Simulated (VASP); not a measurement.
AlIn:

```
CELL_PARAMETERS angstrom
3.05413 0.00000 0.00000
-1.52707 2.64496 0.00000
0.00000 0.00000 5.82802
ATOMIC_POSITIONS crystal
Al 0.00000 0.00000 0.00000
In 0.00000 0.00000 0.50000
```

| Property | Result |
| --- | --- |
| Program | VASP 6.6.1 |
| Task | relaxation of cell and atoms |
| Functional | PBEsol-based screened hybrid with 25 % exact exchange |
| Potentials or basis | VASP PAW PBE potentials, release 64 (Al, In_d) |
| Cutoff | 600 eV |
| k mesh | 5 × 5 × 3 |
| Occupations | fermi-dirac, width 0.05 eV |
| Spin | no spin polarisation |

At the start: pressure -3.8 GPa; volume 23.54 Å³/atom.

**Question.** Where does the relaxation end?

**Answer.** Over 8 steps the energy falls by 23.5 meV/atom and the volume is 22.02 Å³/atom (-6.4 %); space group P6/mmm (No. 191, to 0.1 Å) before and after.

Step by step:
```
step  energy change (eV)  largest force (eV/Å)  pressure (GPa)  volume (Å³)
   1              0.0000                0.0000           -3.77        47.08
   2             -0.0409                0.0000            1.07        43.39
   3             -0.0463                0.0000           -0.26        44.27
   4             -0.0463                0.0000           -0.35        44.32
   5             -0.0468                0.0000            0.01        44.04
   6             -0.0469                0.0000           -0.08        44.12
   7             -0.0469                0.0000           -0.10        44.13
   8             -0.0469                0.0000            0.01        44.04
```

Final structure:
```
Al In
1.0
     2.96629    0.00000    0.00000
    -1.48315    2.56889    0.00000
     0.00000    0.00000    5.77988
Al In
1 1
Direct
  0.00000 0.00000 0.00000
  0.00000 0.00000 0.50000
```

Caveat: the k points lie up to 0.49 Å⁻¹ apart in the final cell, too coarse for converged energies and pressures of a metal; the PAW data sets were made with another functional, which shifts forces and pressure a little.
